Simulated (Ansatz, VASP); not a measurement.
**H in VASP and in Ansatz**

INCAR

```
SYSTEM = H
PREC = Accurate
ENCUT = 520
EDIFF = 1E-6
ISMEAR = 0
SIGMA = 0.02
LREAL = .FALSE.
LASPH = .TRUE.
NELM = 60
ALGO = Normal
ISIF = 2
LWAVE = .FALSE.
LCHARG = .TRUE.
GGA = PE
LELF = .TRUE.
LVHAR = .TRUE.
NBANDS = 8
```

The input KPOINTS:

```
regular mesh
0
G
  10 10 10
  0 0 0
```

Contents of POSCAR:

```
H
1.0
   -1.8716828911      1.6718788395      2.1619123080
    1.8716828911     -1.6718788395      2.1619123080
    1.8716828911      1.6718788395     -2.1619123080
H
2
Direct
    0.8491376947      0.8491376947      0.0000000000
    0.1508623053      0.1508623053      0.0000000000
```

Input for Ansatz:

```yaml
crystal:
  lattice:
    - [-1.8716828911, 1.6718788395, 2.161912308]
    - [1.8716828911, -1.6718788395, 2.161912308]
    - [1.8716828911, 1.6718788395, -2.161912308]
  atoms:
    - { symbol: H, position: [0.8491376947, 0.8491376947, 0.0] }
    - { symbol: H, position: [0.1508623053, 0.1508623053, 0.0] }
basis:
  ecutwfc: 420
kpoints:
  mp_grid: { grid: [10, 10, 10] }
hamiltonian:
  xc: pbe
scf:
  occupations: { method: gaussian, width: 0.02 }
output:
  forces: true
  stress: true
  eigenvalues: true
  populations: true
```

Alike in both runs: task single point; functional PBE; k mesh 10 × 10 × 10; occupations gaussian, width 0.02 eV; no spin polarisation.

```csv
,VASP,Ansatz
version,VASP 6.6.1,Ansatz 0.2.0
potentials or method,"VASP PAW PBE potentials, release 64 (H), cutoff 520 eV","scalar-relativistic, plane waves, PAW"
valence electrons in the cell,2,2
```

```tsv
	VASP	Ansatz	Ansatz less VASP
gap on the k mesh at the Fermi level (eV)	3.48	3.48	-0.001
least direct gap on the mesh (eV)	3.81	3.81	-0.001
pressure (GPa)	-11.5	-11.4	+0.10
traceless stress, the component that is largest in VASP (GPa)	-22.56	-22.56	-0.003
rms of the force components (eV/Å)	2.547	2.548	+0.0013
```

Atom by atom the forces differ by 0.001 eV/Å (rms over components). With one functional, cell and mesh, what is left measures potentials, basis and numerics.
